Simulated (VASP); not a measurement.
## BaTe: single point with PBE

BaTe:

```
Ba Te
1.0
     0.00000    3.53226    3.53226
     3.53226    0.00000    3.53226
     3.53226    3.53226    0.00000
Ba Te
1 1
Direct
  0.00000 0.00000 0.00000
  0.50000 0.50000 0.50000
```

| Quantity | Value |
| --- | --- |
| Program | VASP 6.6.1 |
| Task | single point |
| Functional | PBE |
| Potentials or basis | VASP PAW PBE potentials, release 64 (Ba_sv, Te) |
| Cutoff | 500 eV |
| k mesh | 8 × 8 × 8 |
| Occupations | gaussian, width 0.05 eV |
| Spin | no spin polarisation |

```
Pressure               : 0.3 GPa
Band gap on the k mesh : 1.58 eV, indirect (least direct gap 1.96 eV)
```

Levels at points of the mesh, in eV from the valence-band top:
```tsv
k point	band 5	band 6	band 7	band 8	band 9	band 10	band 11	band 12
(0.00, 0.00, 0.00)	-9.48	0.00	0.00	0.00	2.80	2.94	2.94	2.94
(0.50, 0.00, 0.00)	-8.82	-2.16	-1.07	-1.07	4.15	4.69	4.83	4.83
(0.50, 0.50, 0.00)	-9.28	-1.12	-0.38	-0.38	1.58	4.38	4.53	5.47
```

Wall time 27 s on 1 thread of Intel(R) Xeon(R) Platinum 8259CL CPU @ 2.50GHz (Skylake/Cascade Lake), on a shared host, peak memory 0.22 GiB.

Caveat: spin-orbit coupling is left out, which moves the levels of the heavy elements. A k mesh can miss the band edges.
